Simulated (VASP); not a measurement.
# Mg2O (antifluorite type) (Fm-3m) in VASP: a series of runs

The runs below take Mg2O (antifluorite type) through single point, with PBE.

Program: VASP 6.6.1. These are calculated values, not measurements. Logs are shortened: lines on timing, memory, paths and dates and some standing lists are left out, and cuts for length are marked.

## Step 1: The cell of the first run

It takes space group Fm-3m (No. 225, cubic). The conventional cell has a = 5.524 Å, b = 5.524 Å, c = 5.524 Å, α = 90.00°, β = 90.00°, γ = 90.00°. Within 3.2 Å of Mg (site symmetry -43m) lie 4 O at 2.39 Å and 6 Mg at 2.76 Å. O (site symmetry m-3m) has 8 Mg at 2.39 Å within 3.2 Å.

## Step 2: Single point, PBE

Contents of INCAR:

```
PREC = Accurate ; ENCUT = 520
EDIFF = 1E-6 ; ISMEAR = -1
SIGMA = 0.06122561905347299 ; LREAL = F
LASPH = T ; NELM = 100
ALGO = Normal ; ISIF = 2
LWAVE = F ; LCHARG = F
GGA = PE ; NBANDS = 12
```

Contents of KPOINTS:

```
Automatic mesh
0
Gamma
  17 17 17
```

Contents of POSCAR:

```
Mg2O
1.0
    0.0000000000      2.7621397320      2.7621397320
    2.7621397320      0.0000000000      2.7621397320
    2.7621397320      2.7621397320      0.0000000000
Mg O
2 1
Direct
    0.2500000000      0.2500000000      0.2500000000
    0.7500000000      0.7500000000      0.7500000000
    0.0000000000      0.0000000000      0.0000000000
```

Potentials or basis: VASP PAW PBE potentials, release 64 (Mg, O).

Run with:

```
> cat potpaw_PBE.64/Mg/POTCAR potpaw_PBE.64/O/POTCAR > POTCAR
> mpirun -np 1 vasp_std > vasp.out
```

OUTCAR:

```text
PREC = Accurate
   ENCUT = 520
   EDIFF = 1E-6
   ISMEAR = -1
   LREAL = F
   LASPH = T
   NELM = 100
   ISIF = 2
   GGA = PE

 ion  position               nearest neighbor table
   1  0.250  0.250  0.250-   3 2.39   3 2.39   3 2.39   3 2.39   2 2.76   2 2.76   2 2.76   2 2.76
                             2 2.76   2 2.76
   2  0.750  0.750  0.750-   3 2.39   3 2.39   3 2.39   3 2.39   1 2.76   1 2.76   1 2.76   1 2.76
                             1 2.76   1 2.76
   3  0.000  0.000  0.000-   1 2.39   2 2.39   2 2.39   2 2.39   2 2.39   1 2.39   1 2.39   1 2.39

  LATTYP: Found a face centered cubic cell.
 ALAT       =     5.5242794640

  Lattice vectors:

 A1 = (   0.0000000000,   2.7621397320,   2.7621397320)
 A2 = (   2.7621397320,   0.0000000000,   2.7621397320)
 A3 = (   2.7621397320,   2.7621397320,   0.0000000000)

Analysis of symmetry for initial positions (statically):
=====================================================================
 Subroutine PRICEL returns:
 Original cell was already a primitive cell.

 Routine SETGRP: Setting up the symmetry group for a
 face centered cubic supercell.

 Subroutine GETGRP returns: Found 48 space group operations
 (whereof 48 operations were pure point group operations)
 out of a pool of 48 trial point group operations.

The static configuration has the point symmetry O_h .

Analysis of symmetry for dynamics (positions and initial velocities):
=====================================================================
 Subroutine PRICEL returns:
 Original cell was already a primitive cell.

 Routine SETGRP: Setting up the symmetry group for a
 face centered cubic supercell.

 Subroutine GETGRP returns: Found 48 space group operations
 (whereof 48 operations were pure point group operations)
 out of a pool of 48 trial point group operations.

The dynamic configuration has the point symmetry O_h .

 Subroutine INISYM returns: Found 48 space group operations
 (whereof 48 operations are pure point group operations),
 and found     1 'primitive' translations

----------------------------------------------------------------------------------------

                                     Primitive cell

  volume of cell :      42.1470

  direct lattice vectors                    reciprocal lattice vectors
     0.000000000  2.762139732  2.762139732    -0.181019082  0.181019082  0.181019082
     2.762139732  0.000000000  2.762139732     0.181019082 -0.181019082  0.181019082
     2.762139732  2.762139732  0.000000000     0.181019082  0.181019082 -0.181019082

  length of vectors
     3.906255470  3.906255470  3.906255470     0.313534248  0.313534248  0.313534248

  position of ions in fractional coordinates (direct lattice)
     0.250000000  0.250000000  0.250000000
     0.750000000  0.750000000  0.750000000
     0.000000000  0.000000000  0.000000000

  ion indices of the primitive-cell ions
   primitive index   ion index
                 1           1
                 2           2
                 3           3

----------------------------------------------------------------------------------------

 KPOINTS: Automatic mesh

Automatic generation of k-mesh.
 Grid dimensions read from file:
 generate k-points for:   17   17   17

 Generating k-lattice:

  Cartesian coordinates                     Fractional coordinates (reciprocal lattice)
    -0.010648181  0.010648181  0.010648181     0.058823529  0.000000000  0.000000000
     0.010648181 -0.010648181  0.010648181     0.000000000  0.058823529  0.000000000
     0.010648181  0.010648181 -0.010648181     0.000000000  0.000000000  0.058823529

  Length of vectors
     0.018443191  0.018443191  0.018443191

  Shift w.r.t. Gamma in fractional coordinates (k-lattice)
     0.000000000  0.000000000  0.000000000

 Subroutine IBZKPT returns following result:
 ===========================================

 Found    165 irreducible k-points:

 Following reciprocal coordinates:
            Coordinates               Weight
  0.000000  0.000000  0.000000      1.000000
  0.058824  0.000000  0.000000      8.000000
  0.117647  0.000000  0.000000      8.000000
  0.176471  0.000000  0.000000      8.000000
  0.235294  0.000000  0.000000      8.000000
  0.294118  0.000000  0.000000      8.000000
[... 16 lines left out ...]
 -0.176471  0.058824  0.000000     24.000000
 -0.117647  0.058824  0.000000     24.000000
 [... further k-points ...]
   k-points           NKPTS =    165   k-points in BZ     NKDIM =    165   number of bands    NBANDS=     12
   number of dos      NEDOS =    301   number of ions     NIONS =      3
   total plane-waves  NPLWV =  27000
   dimension x,y,z NGX =    30 NGY =   30 NGZ =   30
   dimension x,y,z NGXF=    60 NGYF=   60 NGZF=   60
   ions per type =               2   1
   NGX,Y,Z   is equivalent  to a cutoff of  12.77, 12.77, 12.77 a.u.
   NGXF,Y,Z  is equivalent  to a cutoff of  25.54, 25.54, 25.54 a.u.
 SYSTEM =  unknown system
   PREC   = accura    normal or accurate (medium, high low for compatibility)
   ISTART =      0    job   : 0-new  1-cont  2-samecut
   ICHARG =      2    charge: 1-file 2-atom 10-const
   ISPIN  =      1    spin polarized calculation?
   LNONCOLLINEAR =      F non collinear calculations
   LSORBIT =      F    spin-orbit coupling
   LASPH  =      T    aspherical Exc in radial PAW
   ENCUT  =  520.0 eV  38.22 Ry    6.18 a.u.   7.26  7.26  7.26*2*pi/ulx,y,z
   NELM   =    100;   NELMIN=  2; NELMDL= -5     # of ELM steps
   EDIFF  = 0.1E-05   stopping-criterion for ELM
   LREAL  =      F    real-space projection
   EDIFFG = 0.1E-04   stopping-criterion for IOM
   NSW    =      0    number of steps for IOM
   IBRION =     -1    ionic relax: 0-MD 1-quasi-New 2-CG
   NFREE  =      0    steps in history (QN), initial steepest desc. (CG)
   ISIF   =      2    stress and relaxation
   ISYM   =      2    0-nonsym 1-usesym 2-fastsym
   POTIM  = 0.5000    time-step for ionic-motion
   TEBEG  =    0.0;   TEEND  =   0.0 temperature during run
   PSTRESS=    0.0 pullay stress
   NELECT =      10.0000    total number of electrons
   NUPDOWN=      -1.0000    fix difference up-down
   EMIN   =  10.00;   EMAX   =-10.00  energy-range for DOS
   EFERMI =   0.00;   METHOD = LEGACY
   ISMEAR =    -1;   SIGMA  =   0.06  broadening in eV -4-tet -1-fermi 0-gaus
   EFERMI_NEDOS =   21; number of points for ismear=-14 and -15
   IALGO  =     38    algorithm
   IMIX   =      4    mixing-type and parameters
     AMIX     =   0.40;   BMIX     =  1.00
     AMIX_MAG =   1.60;   BMIX_MAG =  1.00
  volume/ion in A,a.u.               =      14.05        94.81
  Fermi-wavevector in a.u.,A,eV,Ry     =   1.013489  1.915217 13.975369  1.027161
  Thomas-Fermi vector in A             =   2.146661
   LORBIT       =      0    0 simple, 1 ext, 2 COOP (PROOUT), +10 PAW based schemes
   GGA     = PE    functional components
   LHFCALC =     F    Hartree Fock is set to
   AEXX    =    0.0000 exact exchange contribution
   IVDW    =     0    specifies the selected vdW correction
   LEPSILON=     F    determine dielectric tensor
   LRPA    =     F    only Hartree local field effects (RPA)
 non-spin polarized calculation
  energy-cutoff  :      520.00
  volume of cell :       42.15
 maximum number of plane-waves:      1152
 NGX is ok and might be reduce to    30
   NGX = 15   NGY = 15   NGZ = 15

 number of electron      10.0000000 magnetization

 number of electron       9.9999998 magnetization

 Free energy of the ion-electron system (eV)
  ---------------------------------------------------
  ext. energy  EPLUGINS =         0.00000000
  ---------------------------------------------------
  free energy    TOTEN  =       -10.26224309 eV

  energy without entropy =      -10.25879609  energy(sigma->0) =      -10.26051959

 E-fermi :   5.1656     XC(G=0):  -9.7409

 val. band max:        5.0547542164   @ k =  -0.3529   0.2941   0.1176
 cond. band min:       5.2552781235   @ k =  -0.4118   0.2353   0.0000
 fundamental gap:      0.2005239071
 Fermi energy:         5.1656051246

 k-point     1 :       0.0000    0.0000    0.0000
  band No.  band energies     occupation
      1     -14.6426      2.00000
      2       0.0048      2.00000
      3       0.0048      2.00000
      4       0.0048      2.00000
      5       0.0160      2.00000
      6       9.6969      0.00000
      7       9.6969      0.00000
      8       9.6969      0.00000
      9      12.9471      0.00000
     10      12.9471      0.00000
     11      12.9472      0.00000
     12      12.9809      0.00000

 k-point     2 :       0.0588    0.0000    0.0000
  band No.  band energies     occupation
      1     -14.6357      2.00000
      2      -0.4708      2.00000
      3      -0.0016      2.00000
      4      -0.0016      2.00000
      5       0.5203      2.00000
      6       9.5092      0.00000
      7       9.7105      0.00000
      8       9.7105      0.00000
      9      12.3447      0.00000
     10      12.3447      0.00000
     11      12.8978      0.00000
     12      13.6704      0.00000

 k-point     3 :       0.1176    0.0000    0.0000
  band No.  band energies     occupation
      1     -14.6154      2.00000
      2      -0.9133      2.00000
      3      -0.0197      2.00000
      4      -0.0197      2.00000
      5       1.0475      2.00000
      6       9.0245      0.00000
      7       9.7263      0.00000
      8       9.7263      0.00000
      9      11.8755      0.00000
     10      11.8755      0.00000
     11      12.7666      0.00000
     12      14.4124      0.00000

 k-point     4 :       0.1765    0.0000    0.0000
  band No.  band energies     occupation
      1     -14.5846      2.00000
      2      -1.3086      2.00000
      3      -0.0467      2.00000
      4      -0.0467      2.00000
      5       1.5795      2.00000
      6       8.3865      0.00000
      7       9.6773      0.00000
      8       9.6773      0.00000
      9      11.6347      0.00000
     10      11.6347      0.00000
     11      12.6106      0.00000
     12      15.1369      0.00000

 k-point     5 :       0.2353    0.0000    0.0000
  band No.  band energies     occupation
      1     -14.5470      2.00000
      2      -1.6495      2.00000
      3      -0.0785      2.00000
      4      -0.0785      2.00000
      5       2.1036      2.00000
      6       7.7033      0.00000
      7       9.5204      0.00000
      8       9.5204      0.00000
      9      11.6595      0.00000
     10      11.6595      0.00000
     11      12.4947      0.00000
     12      15.7893      0.00000
[... 228 lines left out ...]
      1     -14.4912      2.00000
      2      -1.9982      2.00000
      3      -0.2182      2.00000
      4      -0.0981      2.00000
      5       2.8543      2.00000
      6       6.8357      0.00000
      7       8.9318      0.00000
      8       9.3198      0.00000
      9      11.5760      0.00000
     10      12.3373      0.00000
     11      12.7676      0.00000
     12      16.3677      0.00000

 k-point    22 :      -0.2353    0.0588    0.0000
  band No.  band energies     occupation
      1     -14.5292      2.00000
      2      -1.7527      2.00000
      3      -0.1818      2.00000
      4      -0.0629      2.00000
      5       2.3613      2.00000
      6       7.4913      0.00000
      7       9.0988      0.00000
      8       9.5979      0.00000
      9      11.2099      0.00000
     10      12.1501      0.00000
     11      12.8255      0.00000
     12      15.7809      0.00000

 k-point    23 :      -0.1765    0.0588    0.0000
  band No.  band energies     occupation
      1     -14.5674      2.00000
      2      -1.4517      2.00000
      3      -0.1377      2.00000
      4      -0.0317      2.00000
      5       1.8505      2.00000
      6       8.1747      0.00000
      7       9.2702      0.00000
      8       9.8412      0.00000
      9      11.0238      0.00000
     10      12.0236      0.00000
     11      12.9830      0.00000
     12      15.0672      0.00000

 k-point    24 :      -0.1176    0.0588    0.0000
  band No.  band energies     occupation
      1     -14.6005      2.00000
      2      -1.1072      2.00000
      3      -0.0904      2.00000
      4      -0.0090      2.00000
      5       1.3400      2.00000
      6       8.8211      0.00000
      7       9.4228      0.00000
      8       9.8928      0.00000
      9      11.1976      0.00000
     10      12.0381      0.00000
     11      13.2006      0.00000
     12      14.2833      0.00000

 [... further k-points ...]

------------------------ aborting loop because EDIFF is reached ----------------------------------------

  FORCE on cell =-STRESS in cart. coord.  units (eV):
  Direction    XX          YY          ZZ          XY          YZ          ZX
  --------------------------------------------------------------------------------------
  -------------------------------------------------------------------------------------
  Total        0.9730986      0.9730986      0.9730986      0.0000000      0.0000000     -0.0000000
  in kB       36.9913777     36.9913777     36.9913777      0.0000000      0.0000000     -0.0000000
  external PRESSURE =      36.9913777 kB  Pullay stress =       0.0000000 kB

 VOLUME and BASIS-vectors are now :
 -----------------------------------------------------------------------------
  energy-cutoff  :      520.00
  volume of cell :       42.15
      direct lattice vectors                 reciprocal lattice vectors
     0.000000000  2.762139732  2.762139732    -0.181019082  0.181019082  0.181019082
     2.762139732  0.000000000  2.762139732     0.181019082 -0.181019082  0.181019082
     2.762139732  2.762139732  0.000000000     0.181019082  0.181019082 -0.181019082

 POSITION                                       TOTAL-FORCE (eV/Angst)
 -----------------------------------------------------------------------------------
      1.38107      1.38107      1.38107        -0.000000     -0.000000      0.000000
      4.14321      4.14321      4.14321         0.000000      0.000000      0.000000
      0.00000      0.00000      0.00000        -0.000000     -0.000000     -0.000000
 -----------------------------------------------------------------------------------
    total drift:                                0.000000     -0.000000     -0.000000

  FREE ENERGIE OF THE ION-ELECTRON SYSTEM (eV)
  ---------------------------------------------------
  free  energy   TOTEN  =       -10.2622430934 eV

  energy  without entropy=      -10.2587960938  energy(sigma->0) =      -10.26051959
```

Wall time 31 s (1 thread of AMD EPYC 9R45 (Zen 5), shared host); peak memory 0.2 GiB.

What came out:

| Property | Result |
| --- | --- |
| Free energy | -10.2622 eV |
| Pressure | 3.7 GPa |
| Band gap on the k mesh | 0.20 eV (least direct gap 0.27 eV) |

Caveat: the cell stands under pressure; an odd mesh through Γ misses points on the zone boundary, where band edges can lie.

## Step 3: Single point, PBE

Contents of INCAR:

```
SYSTEM = Mg2O
PREC     = Accurate       ! precision mode
ENCUT    = 520            ! plane-wave cutoff, eV
EDIFF    = 1E-6           ! SCF threshold, eV
ISMEAR   = -1             ! smearing method
SIGMA    = 0.06122561905347299 ! smearing width, eV
LREAL    = .False.        ! projectors in reciprocal space
LASPH    = .True.         ! aspherical terms in the spheres
NELM     = 80             ! most SCF steps
ALGO     = Normal         ! electronic algorithm
ISIF     = 2              ! what is computed and relaxed
LWAVE    = .False.        ! write WAVECAR
LCHARG   = .False.        ! write CHGCAR
GGA      = PE             ! functional
NBANDS   = 12             ! bands
```

Contents of KPOINTS:

```
Automatic mesh
0
Gamma
  17 17 17
  0 0 0
```

POSCAR is that of step 2.

Potentials or basis: VASP PAW PBE potentials, release 64 (Mg, O).

Run with:

```
> cat potpaw_PBE.64/Mg/POTCAR potpaw_PBE.64/O/POTCAR > POTCAR
> mpirun -np 1 vasp_std > vasp.out
```

Wall time 31 s (1 thread of AMD EPYC 9R45 (Zen 5), shared host); peak memory 0.2 GiB.

It converged, with:

* Free energy: -10.2622 eV
* Pressure: 3.7 GPa
* Band gap on the k mesh: 0.20 eV (least direct gap 0.27 eV)

Levels at points of the mesh, in eV from the valence-band top:
```
           k point  band 3  band 4  band 5  band 6  band 7  band 8
(0.00, 0.00, 0.00)   -5.05   -5.05   -5.04    4.64    4.64    4.64
```

Caveat: the cell stands under pressure; an odd mesh through Γ misses points on the zone boundary, where band edges can lie.

## Step 4: Single point, PBE

This run uses another cell than the first one, of 14.35 Å³/atom.

Contents of INCAR:

```
ALGO     = Normal         # electronic algorithm
EDIFF    = 1E-7           # SCF threshold, eV
ENCUT    = 520            # plane-wave cutoff, eV
GGA      = PE             # functional
ISIF     = 2              # what is computed and relaxed
ISMEAR   = -1             # smearing method
LASPH    = True           # aspherical terms in the spheres
LCHARG   = False          # write CHGCAR
LREAL    = False          # projectors in reciprocal space
LWAVE    = False          # write WAVECAR
NBANDS   = 12             # bands
NELM     = 100            # most SCF steps
PREC     = Accurate       # precision mode
SIGMA    = 0.06122561905347299 # smearing width, eV
```

Contents of KPOINTS:

```
k-points
0
Gamma
  17 17 17
```

Contents of POSCAR:

```
Mg2O
1.0
    0.0000000000      2.7815920611      2.7815920611
    2.7815920611      0.0000000000      2.7815920611
    2.7815920611      2.7815920611      0.0000000000
Mg O
2 1
Direct
    0.2500000000      0.2500000000      0.2500000000
    0.7500000000      0.7500000000      0.7500000000
    0.0000000000      0.0000000000      0.0000000000
```

Run with:

```
> cat potpaw_PBE.64/Mg/POTCAR potpaw_PBE.64/O/POTCAR > POTCAR
> mpirun -np 1 vasp_std > vasp.out
```

Run time: 34 s. Hardware: 1 thread of AMD EPYC 9R45 (Zen 5), shared host; peak memory 0.2 GiB.

The run converged. Its results:

```yaml
Free_energy: -10.2793 eV
Pressure: 2.2 GPa
Band_gap_on_the_k_mesh: 0.16 eV (least direct gap 0.24 eV)
```

Levels at points of the mesh, in eV from the valence-band top:
```csv
k point,band 2,band 3,band 4,band 5,band 6,band 7,band 8,band 9
"(0.00, 0.00, 0.00)",-5.04,-4.97,-4.97,-4.97,4.55,4.55,4.55,7.80
```

Caveat: an odd mesh through Γ misses points on the zone boundary, where band edges can lie.
